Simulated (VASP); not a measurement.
# CuAg2Cl6 (P1) in VASP: single point with PBE

Aim: the single point of CuAg2Cl6 with PBE.

Program: VASP 6.6.1. These are calculated values, not measurements. Logs are shortened: lines on timing, memory, paths and dates and some standing lists are left out, and cuts for length are marked.

## 1. The cell of the first run

The typed cell holds 9 atoms: a = 6.536 Å, b = 6.536 Å, c = 6.708 Å, α = 60.84°, β = 119.16°, γ = 120.00°.

## 2. Single point, PBE

Contents of INCAR:

```
PREC = Accurate
ENCUT = 520
EDIFF = 1E-6
ISMEAR = -1
SIGMA = 0.1
LREAL = F
LASPH = T
NELM = 100
ALGO = Normal
ISIF = 2
LWAVE = F
LCHARG = F
GGA = PE
NBANDS = 48
```

Contents of KPOINTS:

```
Automatic mesh
0
Gamma
  4 4 4
```

Contents of POSCAR:

```
CuAg2Cl6
1.0
    6.5364670000      0.0000000000      0.0000000000
   -3.2682330000      5.6607520000      0.0000000000
   -3.2682330000      1.8869170000      5.5457500000
Cu Ag Cl
1 2 6
Direct
    0.5000000000      0.5000000000      0.5001000000
    0.7657000000      0.2343000000      0.2970000000
    0.2343000000      0.7657000000      0.7030000000
    0.3721700000      0.2683300000      0.2564100000
    0.7316700000      0.8474300000      0.2564100000
    0.1525700000      0.6278300000      0.2564100000
    0.6278300000      0.7316700000      0.7435900000
    0.2683300000      0.1525700000      0.7435900000
    0.8474300000      0.3721700000      0.7435900000
```

Potentials or basis: VASP PAW PBE potentials, release 64 (Cu, Ag, Cl).

Started as:

```bash
$ cat potpaw_PBE.64/Cu/POTCAR potpaw_PBE.64/Ag/POTCAR potpaw_PBE.64/Cl/POTCAR > POTCAR
$ mpirun -np 1 vasp_std > vasp.out
```

OUTCAR:

```text
PREC = Accurate
   ENCUT = 520
   EDIFF = 1E-6
   ISMEAR = -1
   LREAL = F
   LASPH = T
   NELM = 100
   ISIF = 2
   GGA = PE

 ion  position               nearest neighbor table
   1  0.500  0.500  0.500-   7 2.34   8 2.34   9 2.34   6 2.34   5 2.34   4 2.34
   2  0.766  0.234  0.297-   5 2.56   6 2.56   4 2.56
   3  0.234  0.766  0.703-   8 2.56   9 2.56   7 2.56
   4  0.372  0.268  0.256-   1 2.34   2 2.56
   5  0.732  0.847  0.256-   1 2.34   2 2.56
   6  0.153  0.628  0.256-   1 2.34   2 2.56
   7  0.628  0.732  0.744-   1 2.34   3 2.56
   8  0.268  0.153  0.744-   1 2.34   3 2.56
   9  0.847  0.372  0.744-   1 2.34   3 2.56

  LATTYP: Found a trigonal (rhomboedric) cell.
 ALAT       =     6.7079932670
 COS(alpha) =     0.5252426615

  Lattice vectors:

 A1 = (   0.0000000000,  -3.7738350000,   5.5457500000)
 A2 = (   3.2682340000,   1.8869170000,   5.5457500000)
 A3 = (  -3.2682330000,   1.8869170000,   5.5457500000)

Analysis of symmetry for initial positions (statically):
=====================================================================
 Subroutine PRICEL returns:
 Original cell was already a primitive cell.

 Routine SETGRP: Setting up the symmetry group for a
 trigonal (rhombohedral) supercell.

 Subroutine GETGRP returns: Found  1 space group operations
 (whereof  1 operations were pure point group operations)
 out of a pool of 12 trial point group operations.

The static configuration has the point symmetry C_1 .

Analysis of symmetry for dynamics (positions and initial velocities):
=====================================================================
 Subroutine PRICEL returns:
 Original cell was already a primitive cell.

 Routine SETGRP: Setting up the symmetry group for a
 trigonal (rhombohedral) supercell.

 Subroutine GETGRP returns: Found  1 space group operations
 (whereof  1 operations were pure point group operations)
 out of a pool of 12 trial point group operations.

The dynamic configuration has the point symmetry C_1 .

 Subroutine INISYM returns: Found  1 space group operations
 (whereof  1 operations are pure point group operations),
 and found     1 'primitive' translations

[... 111 lines left out ...]
   NSW    =      0    number of steps for IOM
   IBRION =     -1    ionic relax: 0-MD 1-quasi-New 2-CG
   NFREE  =      0    steps in history (QN), initial steepest desc. (CG)
   ISIF   =      2    stress and relaxation
   ISYM   =      2    0-nonsym 1-usesym 2-fastsym
   POTIM  = 0.5000    time-step for ionic-motion
   TEBEG  =    0.0;   TEEND  =   0.0 temperature during run
   PSTRESS=    0.0 pullay stress
   NELECT =      75.0000    total number of electrons
   NUPDOWN=      -1.0000    fix difference up-down
   EMIN   =  10.00;   EMAX   =-10.00  energy-range for DOS
   EFERMI =   0.00;   METHOD = LEGACY
   ISMEAR =    -1;   SIGMA  =   0.10  broadening in eV -4-tet -1-fermi 0-gaus
   EFERMI_NEDOS =   21; number of points for ismear=-14 and -15
   IALGO  =     38    algorithm
   IMIX   =      4    mixing-type and parameters
     AMIX     =   0.40;   BMIX     =  1.00
     AMIX_MAG =   1.60;   BMIX_MAG =  1.00
  volume/ion in A,a.u.               =      22.80       153.86
  Fermi-wavevector in a.u.,A,eV,Ry     =   1.170495  2.211914 18.640766  1.370058
  Thomas-Fermi vector in A             =   2.306952
   LORBIT       =      0    0 simple, 1 ext, 2 COOP (PROOUT), +10 PAW based schemes
   GGA     = PE    functional components
   LHFCALC =     F    Hartree Fock is set to
   AEXX    =    0.0000 exact exchange contribution
   IVDW    =     0    specifies the selected vdW correction
   LEPSILON=     F    determine dielectric tensor
   LRPA    =     F    only Hartree local field effects (RPA)
 non-spin polarized calculation
  energy-cutoff  :      520.00
  volume of cell :      205.20
 maximum number of plane-waves:      5553
 NGX is ok and might be reduce to    50
   NGX = 25   NGY = 25   NGZ = 25

 number of electron      75.0000002 magnetization

 Free energy of the ion-electron system (eV)
  ---------------------------------------------------
  ext. energy  EPLUGINS =         0.00000000
  ---------------------------------------------------
  free energy    TOTEN  =       -22.73549530 eV

  energy without entropy =      -22.42087308  energy(sigma->0) =      -22.57818419

 E-fermi :   1.6276     XC(G=0):  -9.2016

 val. band max:        1.5934996426   @ k =   0.5000   0.2500  -0.2500
 cond. band min:       1.6339115846   @ k =   0.0000   0.2500   0.5000
 fundamental gap:      0.0404119420
 Fermi energy:         1.6275503904

 k-point     1 :       0.0000    0.0000    0.0000
  band No.  band energies     occupation
      1     -13.0247      2.00000
      2     -12.1850      2.00000
      3     -12.1845      2.00000
      4     -12.1568      2.00000
      5     -12.0077      2.00000
      6     -12.0073      2.00000
[... 1213 lines left out ...]
     47      10.4630      0.00000
     48      10.7199      0.00000

 [... further k-points ...]

------------------------ aborting loop because EDIFF is reached ----------------------------------------

  FORCE on cell =-STRESS in cart. coord.  units (eV):
  Direction    XX          YY          ZZ          XY          YZ          ZX
  --------------------------------------------------------------------------------------
  -------------------------------------------------------------------------------------
  Total       -0.9115620     -0.9071423      0.9871322     -0.0002979     -0.0007686     -0.0002609
  in kB       -7.1173662     -7.0828573      7.7074089     -0.0023259     -0.0060011     -0.0020368
  external PRESSURE =      -2.1642715 kB  Pullay stress =       0.0000000 kB

 VOLUME and BASIS-vectors are now :
 -----------------------------------------------------------------------------
  energy-cutoff  :      520.00
  volume of cell :      205.20
      direct lattice vectors                 reciprocal lattice vectors
     6.536467000  0.000000000  0.000000000     0.152987845  0.088327474  0.060106083
    -3.268233000  5.660752000  0.000000000     0.000000000  0.176654974 -0.060106077
    -3.268233000  1.886917000  5.545750000     0.000000000  0.000000000  0.180318262

 POSITION                                       TOTAL-FORCE (eV/Angst)
 -----------------------------------------------------------------------------------
     -0.00033      3.77402      2.77343         0.002931     -0.001692     -0.004679
      3.26856      1.88673      1.64709        -0.001125      0.000466      0.033169
     -3.26856      5.66094      3.89866         0.000650     -0.000559     -0.033304
      0.71770      2.00277      1.42199         0.296000     -0.056127     -0.001202
      1.17493      5.28092      1.42199        -0.098561      0.284167     -0.001846
     -1.89263      4.03781      1.42199        -0.197856     -0.227286     -0.002234
     -0.71770      5.54490      4.12376        -0.296784      0.058610      0.003621
     -1.17493      2.26675      4.12376         0.096976     -0.285025      0.003637
      1.89263      3.50985      4.12376         0.197769      0.227446      0.002838
 -----------------------------------------------------------------------------------
    total drift:                               -0.000004     -0.000012      0.000008

  FREE ENERGIE OF THE ION-ELECTRON SYSTEM (eV)
  ---------------------------------------------------
  free  energy   TOTEN  =       -22.7354952961 eV

  energy  without entropy=      -22.4208730827  energy(sigma->0) =      -22.57818419
```

OSZICAR:

```text
N       E                     dE             d eps       ncg     rms          rms(c)
DAV:   1     0.695556498242E+03    0.69556E+03   -0.33012E+04  3456   0.151E+03
DAV:   2     0.645388989365E+02   -0.63102E+03   -0.59104E+03  3736   0.356E+02
DAV:   3    -0.251603042980E+02   -0.89699E+02   -0.87221E+02  4384   0.138E+02
DAV:   4    -0.295990220819E+02   -0.44387E+01   -0.44205E+01  4400   0.359E+01
[... 25 lines left out ...]
DAV:  30    -0.227355017201E+02    0.41460E-05   -0.33608E-05  5384   0.467E-02    0.459E-02
DAV:  31    -0.227355016280E+02    0.92056E-07   -0.12954E-05  5040   0.349E-02    0.475E-02
DAV:  32    -0.227354975016E+02    0.41264E-05   -0.47120E-06  3432   0.247E-02    0.344E-02
DAV:  33    -0.227354960548E+02    0.14467E-05   -0.26917E-06  2536   0.865E-03    0.238E-02
DAV:  34    -0.227354952961E+02    0.75871E-06   -0.50692E-07  1856   0.550E-03
   1 F= -.22735495E+02 E0= -.22578184E+02  d E =-.314622E+00
```

stdout:

```text
POSCAR found type information on POSCAR CuAgCl
 POSCAR found :  3 types and       9 ions
 scaLAPACK will be used
 LDA part: xc-table for (Slater+PW92), standard interpolation
 POSCAR, INCAR and KPOINTS ok, starting setup
 FFT: planning ... GRIDC
 FFT: planning ... GRID_SOFT
 FFT: planning ... GRID
 WAVECAR not read
 entering main loop
```

It took 9.5 min on 1 thread of Intel Xeon 6975P-C (Granite Rapids), shared host; peak memory 0.52 GiB.

What came out:

```
Free energy            : -22.7355 eV
Pressure               : -0.2 GPa
Largest force          : 0.303 eV/Å
Band gap on the k mesh : zero (an odd number of electrons rules out a gap without spin polarisation)
```

Forces on the atoms (eV/Å):
```
Cu   0.003 -0.002 -0.005
Ag  -0.001  0.000  0.033
Ag   0.001 -0.001 -0.033
Cl   0.296 -0.056 -0.001
Cl  -0.099  0.284 -0.002
Cl  -0.198 -0.227 -0.002
Cl  -0.297  0.059  0.004
Cl   0.097 -0.285  0.004
Cl   0.198  0.227  0.003
```

Stress tensor (GPa, compression positive):
```
-0.71  0.00  0.00
 0.00 -0.71  0.00
 0.00  0.00  0.77
```

Caveat: an odd number of electrons without spin polarisation forces a metal; a magnetic or distorted state may lie lower. With open d or f shells a metallic result of PBE can be an artefact of self-interaction; +U or a hybrid may open a gap.

The gap in the log of VASP goes by the Fermi energy; the results here count the filled bands.